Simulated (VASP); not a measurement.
## TlCl: dielectric tensor with PBE

TlCl:

```
Tl Cl
1.0
     3.79363    0.00000    0.00000
     0.00000    3.79363    0.00000
     0.00000    0.00000    3.79363
Tl Cl
1 1
Cartesian
  0.0000 0.0000 0.0000
  1.8968 1.8968 1.8968
```

```
Program                : VASP 6.6.1
Task                   : dielectric tensor
Functional             : PBE
Potentials or basis    : VASP PAW PBE potentials, release 64 (Tl_d, Cl)
Cutoff                 : 400 eV
k mesh                 : 6 × 6 × 6
Occupations            : gaussian, width 0.01 eV
Spin                   : no spin polarisation
Dipole correction      : no
Further INCAR settings : ALGO = Normal; EDIFF = 1e-08
```

```
Band gap on the k mesh                  : 2.00 eV
Electronic dielectric tensor (diagonal) : 5.61
Born charges (mean of the diagonal)     : Tl +2.06; Cl -2.06 e
```

Levels at points of the mesh, in eV from the valence-band top:
```
           k point  band 6  band 7  band 8  band 9  band 10  band 11  band 12  band 13  band 14
(0.00, 0.00, 0.00)   -9.74   -4.64   -1.68   -1.68    -1.68     7.75     7.75     7.94     7.94
(0.50, 0.00, 0.00)   -9.74   -5.65   -1.22   -1.22     0.00     2.00     6.57     6.57     8.66
(0.50, 0.50, 0.00)   -9.67   -3.42   -3.22   -3.22    -1.18     4.91     4.91     8.42     8.60
(0.50, 0.50, 0.50)   -9.66   -2.18   -2.18   -2.18    -2.13     2.41     2.41     2.41    13.02
```

Electronic dielectric tensor:
```
5.61 0.00 0.00
0.00 5.61 0.00
0.00 0.00 5.61
```

Born effective charge tensors (e):
atom 1, Tl
```
2.06 0.00 0.00
0.00 2.06 0.00
0.00 0.00 2.06
```
atom 2, Cl
```
-2.06  0.00  0.00
 0.00 -2.06  0.00
 0.00  0.00 -2.06
```

Run time: 2.6 min on 1 thread of Intel Xeon 8259CL, on a shared host, peak memory 0.21 GiB.

Caveat: spin-orbit coupling is left out, which moves the levels of the heavy elements. A k mesh can miss the band edges.
